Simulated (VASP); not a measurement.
# PrHRh3 in VASP: notebook

PrHRh3 is run at these levels: PBE; tasks: single point, relaxation of cell and atoms.

Everything below comes from runs of VASP 6.6.1. Logs are shortened: lines on timing, memory, paths and dates and some standing lists are left out, and cuts for length are marked.

### 1 The cell of the first run

Symmetry: Pm-3m, No. 221, cubic system. Conventional cell: a = 5.105 Å, b = 5.105 Å, c = 5.105 Å, α = 90.00°, β = 90.00°, γ = 90.00°. Within 3.4 Å of Pr (site symmetry m-3m) lie 6 Rh at 2.55 Å. H (site symmetry m-3m) has 12 Rh at 3.61 Å and 8 Pr at 4.42 Å within 4.7 Å. Rh (site symmetry 4/mmm) has 2 Pr at 2.55 Å within 3.4 Å.

The cell was built from a structure type or drawn by symmetry, and may not be a known phase.

### 2 Single point, PBE

File INCAR:

```
SYSTEM = PrHRh3
PREC = Accurate
ENCUT = 500
EDIFF = 1E-6
ISMEAR = 0
SIGMA = 0.2
LREAL = .FALSE.
LASPH = .TRUE.
NELM = 200
ALGO = Normal
ISIF = 2
LWAVE = .FALSE.
LCHARG = .TRUE.
GGA = PE
LELF = .TRUE.
LVHAR = .TRUE.
NBANDS = 36
GGA_COMPAT = .FALSE.
LMAXMIX = 6
```

File KPOINTS:

```
regular mesh
0
G
  4 4 4
  0 0 0
```

File POSCAR:

```
PrHRh3
1.0
    5.1045508104      0.0000000000      0.0000000000
    0.0000000000      5.1045508104      0.0000000000
    0.0000000000      0.0000000000      5.1045508104
Pr H Rh
1 1 3
Direct
    0.5000000000      0.5000000000      0.5000000000
    0.0000000000      0.0000000000      0.0000000000
    0.0000000000      0.5000000000      0.5000000000
    0.5000000000      0.0000000000      0.5000000000
    0.5000000000      0.5000000000      0.0000000000
```

Potentials or basis: VASP PAW PBE potentials, release 64 (Pr_3, H, Rh_pv), 4f in core.

Started as:

```
> cat potpaw_PBE.64/Pr_3/POTCAR potpaw_PBE.64/H/POTCAR potpaw_PBE.64/Rh_pv/POTCAR > POTCAR
> mpirun -np 1 vasp_std > vasp.out
```

OUTCAR:

```text
SYSTEM = PrHRh3
   PREC = Accurate
   ENCUT = 500
   EDIFF = 1E-6
   ISMEAR = 0
   LREAL = .FALSE.
   LASPH = .TRUE.
   NELM = 200
   ISIF = 2
   GGA = PE

 ion  position               nearest neighbor table
   1  0.500  0.500  0.500-   3 2.55   4 2.55   5 2.55   5 2.55   4 2.55   3 2.55
   2  0.000  0.000  0.000-
   3  0.000  0.500  0.500-   1 2.55   1 2.55
   4  0.500  0.000  0.500-   1 2.55   1 2.55
   5  0.500  0.500  0.000-   1 2.55   1 2.55

  LATTYP: Found a simple cubic cell.
 ALAT       =     5.1045508104

  Lattice vectors:

 A1 = (   5.1045508104,   0.0000000000,   0.0000000000)
 A2 = (   0.0000000000,   5.1045508104,   0.0000000000)
 A3 = (   0.0000000000,   0.0000000000,   5.1045508104)

Analysis of symmetry for initial positions (statically):
=====================================================================
 Subroutine PRICEL returns:
 Original cell was already a primitive cell.

 Routine SETGRP: Setting up the symmetry group for a
 simple cubic supercell.

 Subroutine GETGRP returns: Found 48 space group operations
 (whereof 48 operations were pure point group operations)
 out of a pool of 48 trial point group operations.

The static configuration has the point symmetry O_h .

Analysis of symmetry for dynamics (positions and initial velocities):
=====================================================================
 Subroutine PRICEL returns:
 Original cell was already a primitive cell.

 Routine SETGRP: Setting up the symmetry group for a
 simple cubic supercell.

 Subroutine GETGRP returns: Found 48 space group operations
 (whereof 48 operations were pure point group operations)
 out of a pool of 48 trial point group operations.

The dynamic configuration has the point symmetry O_h .

 Subroutine INISYM returns: Found 48 space group operations
 (whereof 48 operations are pure point group operations),
 and found     1 'primitive' translations

----------------------------------------------------------------------------------------

                                     Primitive cell

  volume of cell :     133.0064

  direct lattice vectors                    reciprocal lattice vectors
     5.104550810  0.000000000  0.000000000     0.195903623  0.000000000  0.000000000
     0.000000000  5.104550810  0.000000000     0.000000000  0.195903623  0.000000000
     0.000000000  0.000000000  5.104550810     0.000000000  0.000000000  0.195903623

  length of vectors
     5.104550810  5.104550810  5.104550810     0.195903623  0.195903623  0.195903623

  position of ions in fractional coordinates (direct lattice)
     0.500000000  0.500000000  0.500000000
     0.000000000  0.000000000  0.000000000
     0.000000000  0.500000000  0.500000000
     0.500000000  0.000000000  0.500000000
     0.500000000  0.500000000  0.000000000

  ion indices of the primitive-cell ions
   primitive index   ion index
                 1           1
                 2           2
                 3           3
                 4           4
                 5           5

----------------------------------------------------------------------------------------

 KPOINTS: regular mesh

Automatic generation of k-mesh.
 Grid dimensions read from file:
 generate k-points for:    4    4    4

 Generating k-lattice:

  Cartesian coordinates                     Fractional coordinates (reciprocal lattice)
     0.048975906  0.000000000  0.000000000     0.250000000  0.000000000  0.000000000
     0.000000000  0.048975906  0.000000000     0.000000000  0.250000000  0.000000000
     0.000000000  0.000000000  0.048975906     0.000000000  0.000000000  0.250000000

  Length of vectors
     0.048975906  0.048975906  0.048975906

  Shift w.r.t. Gamma in fractional coordinates (k-lattice)
     0.000000000  0.000000000  0.000000000

 Subroutine IBZKPT returns following result:
 ===========================================

 Found     10 irreducible k-points:

 Following reciprocal coordinates:
            Coordinates               Weight
  0.000000  0.000000  0.000000      1.000000
  0.250000  0.000000  0.000000      6.000000
  0.500000  0.000000  0.000000      3.000000
  0.250000  0.250000  0.000000     12.000000
  0.500000  0.250000  0.000000     12.000000
  0.500000  0.500000  0.000000      3.000000
  0.250000  0.250000  0.250000      8.000000
  0.500000  0.250000  0.250000     12.000000
  0.500000  0.500000  0.250000      6.000000
  0.500000  0.500000  0.500000      1.000000
   k-points           NKPTS =     10   k-points in BZ     NKDIM =     10   number of bands    NBANDS=     36
   number of dos      NEDOS =    301   number of ions     NIONS =      5
   total plane-waves  NPLWV =  64000
   dimension x,y,z NGX =    40 NGY =   40 NGZ =   40
   dimension x,y,z NGXF=    80 NGYF=   80 NGZF=   80
   ions per type =               1   1   3
   NGX,Y,Z   is equivalent  to a cutoff of  13.03, 13.03, 13.03 a.u.
   NGXF,Y,Z  is equivalent  to a cutoff of  26.05, 26.05, 26.05 a.u.
 SYSTEM =  PrHRh3
   PREC   = accura    normal or accurate (medium, high low for compatibility)
   ISTART =      0    job   : 0-new  1-cont  2-samecut
   ICHARG =      2    charge: 1-file 2-atom 10-const
   ISPIN  =      1    spin polarized calculation?
   LNONCOLLINEAR =      F non collinear calculations
   LSORBIT =      F    spin-orbit coupling
   LASPH  =      T    aspherical Exc in radial PAW
   ENCUT  =  500.0 eV  36.75 Ry    6.06 a.u.   9.31  9.31  9.31*2*pi/ulx,y,z
   NELM   =    200;   NELMIN=  2; NELMDL= -5     # of ELM steps
   EDIFF  = 0.1E-05   stopping-criterion for ELM
   LREAL  =      F    real-space projection
   EDIFFG = 0.1E-04   stopping-criterion for IOM
   NSW    =      0    number of steps for IOM
   IBRION =     -1    ionic relax: 0-MD 1-quasi-New 2-CG
   NFREE  =      0    steps in history (QN), initial steepest desc. (CG)
   ISIF   =      2    stress and relaxation
   ISYM   =      2    0-nonsym 1-usesym 2-fastsym
   POTIM  = 0.5000    time-step for ionic-motion
   TEBEG  =    0.0;   TEEND  =   0.0 temperature during run
   PSTRESS=    0.0 pullay stress
   NELECT =      57.0000    total number of electrons
   NUPDOWN=      -1.0000    fix difference up-down
   EMIN   =  10.00;   EMAX   =-10.00  energy-range for DOS
   EFERMI =   0.00;   METHOD = LEGACY
   ISMEAR =     0;   SIGMA  =   0.20  broadening in eV -4-tet -1-fermi 0-gaus
   EFERMI_NEDOS =   21; number of points for ismear=-14 and -15
   IALGO  =     38    algorithm
   IMIX   =      4    mixing-type and parameters
     AMIX     =   0.40;   BMIX     =  1.00
     AMIX_MAG =   1.60;   BMIX_MAG =  1.00
  volume/ion in A,a.u.               =      26.60       179.51
  Fermi-wavevector in a.u.,A,eV,Ry     =   1.234266  2.332425 20.727301  1.523414
  Thomas-Fermi vector in A             =   2.368963
   LORBIT       =      0    0 simple, 1 ext, 2 COOP (PROOUT), +10 PAW based schemes
   GGA     = PE    functional components
   LHFCALC =     F    Hartree Fock is set to
   AEXX    =    0.0000 exact exchange contribution
   IVDW    =     0    specifies the selected vdW correction
   LEPSILON=     F    determine dielectric tensor
   LRPA    =     F    only Hartree local field effects (RPA)
 non-spin polarized calculation
 Gauss-broadening in eV      SIGMA  =   0.20
  energy-cutoff  :      500.00
  volume of cell :      133.01
 maximum number of plane-waves:      3415
 NGX is ok and might be reduce to    40
   NGX = 19   NGY = 19   NGZ = 19

 number of electron      57.0000019 magnetization

 Free energy of the ion-electron system (eV)
  ---------------------------------------------------
  ext. energy  EPLUGINS =         0.00000000
  ---------------------------------------------------
  free energy    TOTEN  =       -20.10684040 eV

  energy without entropy =      -19.84487495  energy(sigma->0) =      -19.97585768

 E-fermi :   1.9029     XC(G=0):  -9.0211

 val. band max:        1.8890020020   @ k =   0.5000   0.2500   0.2500
 cond. band min:       1.9125541729   @ k =   0.5000   0.5000   0.0000
 fundamental gap:      0.0235521709
 Fermi energy:         1.9028700794

 k-point     1 :       0.0000    0.0000    0.0000
  band No.  band energies     occupation
      1     -43.3041      2.00000
      2     -43.3041      2.00000
      3     -43.3041      2.00000
      4     -42.8456      2.00000
      5     -42.8456      2.00000
      6     -42.8456      2.00000
[... 28 lines left out ...]
     35       5.7656      0.00000
     36       8.4883      0.00000

 k-point     2 :       0.2500    0.0000    0.0000
  band No.  band energies     occupation
      1     -43.3091      2.00000
      2     -43.3040      2.00000
      3     -43.3040      2.00000
      4     -42.8458      2.00000
      5     -42.8453      2.00000
      6     -42.8453      2.00000
[... 28 lines left out ...]
     35       6.6411      0.00000
     36       7.6750      0.00000

 k-point     3 :       0.5000    0.0000    0.0000
  band No.  band energies     occupation
      1     -43.3142      2.00000
      2     -43.3040      2.00000
      3     -43.3040      2.00000
      4     -42.8460      2.00000
      5     -42.8446      2.00000
      6     -42.8446      2.00000
[... 28 lines left out ...]
     35       6.0775      0.00000
     36       7.4062      0.00000
[... 196 lines left out ...]
 k-point     9 :       0.5000    0.5000    0.2500
  band No.  band energies     occupation
      1     -43.3524      2.00000
      2     -43.2951      2.00000
      3     -43.2895      2.00000
      4     -42.8524      2.00000
      5     -42.8501      2.00000
      6     -42.8501      2.00000
[... 28 lines left out ...]
     35       5.2415      0.00000
     36       5.2465      0.00000

 k-point    10 :       0.5000    0.5000    0.5000
  band No.  band energies     occupation
      1     -43.3630      2.00000
      2     -43.2895      2.00000
      3     -43.2895      2.00000
      4     -42.8524      2.00000
      5     -42.8524      2.00000
      6     -42.8524      2.00000
[... 28 lines left out ...]
     35       4.9121      0.00000
     36       4.9329      0.00000

------------------------ aborting loop because EDIFF is reached ----------------------------------------

  FORCE on cell =-STRESS in cart. coord.  units (eV):
  Direction    XX          YY          ZZ          XY          YZ          ZX
  --------------------------------------------------------------------------------------
  -------------------------------------------------------------------------------------
  Total       -0.1136355     -0.1136355     -0.1136355      0.0000000     -0.0000000     -0.0000000
  in kB       -1.3688375     -1.3688375     -1.3688375      0.0000000     -0.0000000     -0.0000000
  external PRESSURE =      -1.3688375 kB  Pullay stress =       0.0000000 kB

 VOLUME and BASIS-vectors are now :
 -----------------------------------------------------------------------------
  energy-cutoff  :      500.00
  volume of cell :      133.01
      direct lattice vectors                 reciprocal lattice vectors
     5.104550810  0.000000000  0.000000000     0.195903623  0.000000000  0.000000000
     0.000000000  5.104550810  0.000000000     0.000000000  0.195903623  0.000000000
     0.000000000  0.000000000  5.104550810     0.000000000  0.000000000  0.195903623

 POSITION                                       TOTAL-FORCE (eV/Angst)
 -----------------------------------------------------------------------------------
      2.55228      2.55228      2.55228         0.000000      0.000000      0.000000
      0.00000      0.00000      0.00000         0.000000      0.000000      0.000000
      0.00000      2.55228      2.55228         0.000000      0.000000      0.000000
      2.55228      0.00000      2.55228         0.000000      0.000000      0.000000
      2.55228      2.55228      0.00000         0.000000      0.000000      0.000000
 -----------------------------------------------------------------------------------
    total drift:                               -0.000000     -0.000000     -0.000000

  FREE ENERGIE OF THE ION-ELECTRON SYSTEM (eV)
  ---------------------------------------------------
  free  energy   TOTEN  =       -20.1068403997 eV

  energy  without entropy=      -19.8448749507  energy(sigma->0) =      -19.97585768
```

It took 21 s on 1 thread of Intel Xeon 6975P-C (Granite Rapids), shared host; peak memory 0.26 GiB.

What came out:

| Property | Result |
| --- | --- |
| Free energy | -20.1068 eV |
| Pressure | -0.1 GPa |
| Band gap on the k mesh | zero (an odd number of electrons rules out a gap without spin polarisation) |

Levels at points of the mesh, in eV from the Fermi level:
| k point | band 25 | band 26 | band 27 | band 28 | band 29 | band 30 | band 31 | band 32 |
| --- | --- | --- | --- | --- | --- | --- | --- | --- |
| (0.00, 0.00, 0.00) | -0.33 | -0.25 | -0.25 | -0.25 | 0.18 | 0.70 | 2.60 | 2.60 |
| (0.50, 0.00, 0.00) | -0.41 | -0.37 | -0.37 | -0.25 | -0.20 | -0.11 | 2.06 | 2.54 |
| (0.50, 0.50, 0.00) | -0.49 | -0.11 | -0.10 | -0.10 | 0.01 | 0.29 | 1.51 | 1.73 |
| (0.50, 0.50, 0.50) | -0.12 | -0.05 | -0.05 | -0.05 | 0.23 | 0.51 | 0.51 | 0.51 |

Caveat: spin-orbit coupling is left out, which moves the levels of the heavy elements; the 4f electrons are frozen in the core, so they carry no moment and show no levels. Spin polarisation is off, so any magnetic state and its effect on volume and gap are missing.

### 3 Single point, PBE

This run uses another cell than the first one, of 14.51 Å³/atom.

File INCAR:

```
PREC = Accurate ; ENCUT = 500
EDIFF = 1E-6 ; ISMEAR = 0
SIGMA = 0.2 ; LREAL = F
LASPH = T ; NELM = 200
ALGO = Normal ; ISIF = 2
LWAVE = F ; LCHARG = T
GGA = PE ; LELF = T
LVHAR = T ; NBANDS = 36
GGA_COMPAT = F ; LMAXMIX = 6
```

File KPOINTS:

```
Automatic mesh
0
Gamma
  4 4 4
```

File POSCAR:

```
PrHRh3
1.0
    2.9450139919     -2.9517749165      0.0000000000
    2.9450139919      2.9517749165      0.0000000000
    0.0000000000      0.0000000000      4.1723495806
Pr H Rh
1 1 3
Direct
    0.5000000000      0.5000000000      0.0000000000
    0.0000000000      0.0000000000      0.5000000000
    0.0000000000      0.0000000000      0.0000000000
    0.0000000000      0.5000000000      0.5000000000
    0.5000000000      0.0000000000      0.5000000000
```

Potentials or basis: VASP PAW PBE potentials, release 64 (Pr_3, H, Rh_pv), 4f in core.

Started as:

```
> cat potpaw_PBE.64/Pr_3/POTCAR potpaw_PBE.64/H/POTCAR potpaw_PBE.64/Rh_pv/POTCAR > POTCAR
> mpirun -np 1 vasp_std > vasp.out
```

It took 33 s on 1 thread of Intel Xeon Platinum 8559C (Emerald Rapids), shared host; peak memory 0.19 GiB.

Results (log left out):

```yaml
Free_energy: -31.5629 eV
Pressure: -0.4 GPa
Band_gap_on_the_k_mesh: zero (an odd number of electrons rules out a gap without spin polarisation)
```

Stress tensor (GPa, compression positive):
```
-0.19  0.00  0.00
 0.00 -0.57  0.00
 0.00  0.00 -0.44
```

Levels at points of the mesh, in eV from the Fermi level:
| k point | band 26 | band 27 | band 28 | band 29 | band 30 | band 31 |
| --- | --- | --- | --- | --- | --- | --- |
| (0.00, 0.00, 0.00) | 0.40 | 0.66 | 0.66 | 0.66 | 3.56 | 3.57 |
| (0.50, 0.00, 0.00) | -0.88 | -0.88 | -0.84 | -0.27 | 0.66 | 2.34 |
| (0.50, 0.50, 0.00) | -1.31 | -1.30 | -0.81 | -0.73 | -0.55 | 2.70 |
| (0.00, 0.00, 0.50) | -0.88 | -0.87 | -0.85 | -0.27 | 0.67 | 2.34 |
| (0.50, 0.00, 0.50) | -1.31 | -1.31 | -0.82 | -0.73 | -0.55 | 2.71 |
| (0.50, 0.50, 0.50) | -1.27 | 0.39 | 0.39 | 0.40 | 2.99 | 3.00 |

Caveat: the k points lie up to 0.38 Å⁻¹ apart, too coarse for converged energies and pressures of a metal; spin-orbit coupling is left out, which moves the levels of the heavy elements; the 4f electrons are frozen in the core, so they carry no moment and show no levels. Spin polarisation is off, so any magnetic state and its effect on volume and gap are missing.

(Part 1 of 3 ends here.)
